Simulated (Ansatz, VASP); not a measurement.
One calculation of MgO, two programs

```xyz
2
Lattice="0.0000 2.1050 2.1050 2.1050 0.0000 2.1050 2.1050 2.1050 0.0000" Properties=species:S:1:pos:R:3 pbc="T T T"
Mg    0.0000    0.0000    0.0000
O     2.1050    2.1050    2.1050
```

Alike in both runs: task single point; functional PBEsol; k mesh 10 × 10 × 10; no spin polarisation.

|  | VASP | Ansatz |
| --- | --- | --- |
| version | VASP 6.6.1 | Ansatz 0.2.0 |
| potentials or method | VASP PAW PBE potentials, release 64 (Mg, O), cutoff 600 eV | scalar-relativistic, plane waves, PAW |
| occupations | gaussian, width 0.01 eV | fixed |
| valence electrons in the cell | 8 | 16 |

Ansatz gave:

| Item | Value |
| --- | --- |
| gap on the k mesh at the Fermi level (eV) | 4.65 |
| least direct gap on the mesh (eV) | 4.65 |
| pressure (GPa) | 0.5 |

Question: Which values does VASP return?

Answer: gap on the k mesh at the Fermi level (eV): 4.65; least direct gap on the mesh (eV): 4.65; pressure (GPa): -0.3.

VASP's potentials were made for PBE, not for PBEsol. VASP's potentials hold 8 valence electrons a cell and Ansatz's 16, so a difference there can come from the potentials and not from the codes.
